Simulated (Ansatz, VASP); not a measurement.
**One calculation of B2Pt, two programs**

```
B Pt
1.0
     3.02929    0.00000    0.00000
    -1.51464    2.62344    0.00000
     0.00000    0.00000    7.21543
B Pt
4 2
Direct
  0.33333 0.66667 0.89064
  0.00000 0.00000 0.33531
  0.00000 0.00000 0.83531
  0.66667 0.33333 0.39064
  0.66667 0.33333 0.09757
  0.33333 0.66667 0.59757
```

Alike in both runs: functional PBE; dispersion D3(BJ); k mesh 12 × 12 × 6; occupations gaussian, width 0.1 eV; no spin polarisation.

Ansatz relaxed the structure, and its values are those at the end. VASP's run is a single point on that final structure, the one shown.

|  | VASP | Ansatz |
| --- | --- | --- |
| version | VASP 6.6.1 | Ansatz 0.2.0 |
| potentials or method | VASP PAW PBE potentials, release 64 (B, Pt), cutoff 520 eV | scalar-relativistic, plane waves, PAW |
| valence electrons in the cell | 32 | 48 |

Ansatz gave:

- gap on the k mesh at the Fermi level (eV): none
- pressure (GPa): 0.0
- rms of the force components (eV/Å): 0.000

Problem. Which values does VASP return?

Solution. gap on the k mesh at the Fermi level (eV): none; pressure (GPa): -0.1; rms of the force components (eV/Å): 0.006.

A gap of «none» marks a metal or a gap that the smearing closes. VASP's potentials hold 32 valence electrons a cell and Ansatz's 48, so a difference there can come from the potentials and not from the codes.

Spin-orbit coupling is off throughout.
